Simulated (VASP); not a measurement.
Input of a VASP 6.6.1 run:

The input INCAR:

```
PREC = Accurate
ENCUT = 520
EDIFF = 1E-7
ISMEAR = 0
SIGMA = 0.1
LREAL = Auto
LASPH = True
NELM = 100
ALGO = Fast
ISIF = 2
LWAVE = False
LCHARG = False
LDIPOL = True
IDIPOL = 3
DIPOL = 0.5 0.5 0.500
GGA = PS
ISYM = 0
NBANDS = 84
```

File KPOINTS:

```
Automatic mesh
0
Gamma
  12 6 1
```

POSCAR

```
Ta9N8
1.0
    2.8894657263      0.0000000000      0.0000000000
   -1.4447328632      6.3726514522      0.0000000000
    0.0000000000      0.0000000000     24.2054409129
Ta N
9 8
Direct
    0.5928713837      0.1855185888      0.3149032768
    0.3620466299      0.7236353985      0.3606004307
    0.1520664207      0.3039689853      0.4053605631
    0.9407753619      0.8815459245      0.4501016951
    0.7312850141      0.4625698432      0.5000000113
    0.5217945730      0.0435937873      0.5498982859
    0.3105032069      0.6211705675      0.5946393798
    0.1005227863      0.2015041673      0.6393995610
    0.8696986563      0.7396209373      0.6850967605
    0.7355089505      0.4708626702      0.3501421760
    0.9922772167      0.9844942697      0.3572040867
    0.3095482142      0.6188991662      0.4437191861
    0.5722238017      0.1442437173      0.4622844772
    0.8903459977      0.7808959559      0.5377155210
    0.1530216163      0.3062404657      0.5562808063
    0.4702926602      0.9406453674      0.6427959136
    0.7270608654      0.4542768991      0.6498578688
```

Potentials or basis: VASP PAW PBE potentials, release 64 (Ta_pv, N).

Command:

```sh
$ cat potpaw_PBE.64/Ta_pv/POTCAR potpaw_PBE.64/N/POTCAR > POTCAR
$ mpirun -np 1 vasp_std > vasp.out
```

Q: What does it give for the largest force?

A: 0.073 eV/Å.

Q: What does it give for the band gap on the k mesh?

A: Zero (an odd number of electrons rules out a gap without spin polarisation).

Forces on the atoms (eV/Å):
```
Ta   0.001 -0.025 -0.069
Ta   0.000 -0.003 -0.044
Ta   0.001 -0.001  0.000
Ta   0.000 -0.003 -0.003
Ta  -0.001 -0.001  0.000
Ta  -0.001  0.002  0.005
Ta   0.000  0.000 -0.002
Ta  -0.001  0.004  0.044
Ta   0.001  0.024  0.069
N    0.000  0.036 -0.004
N    0.000  0.002 -0.005
N    0.000  0.002  0.005
N    0.000 -0.008  0.002
N    0.000  0.009 -0.002
N    0.000 -0.002 -0.005
N    0.000 -0.002  0.004
N    0.000 -0.035  0.004
```

Caveat: the PAW data sets were made with another functional, which shifts forces and pressure a little; spin-orbit coupling is left out, which moves the levels of the heavy elements; an odd number of electrons without spin polarisation forces a metal; a magnetic or distorted state may lie lower.
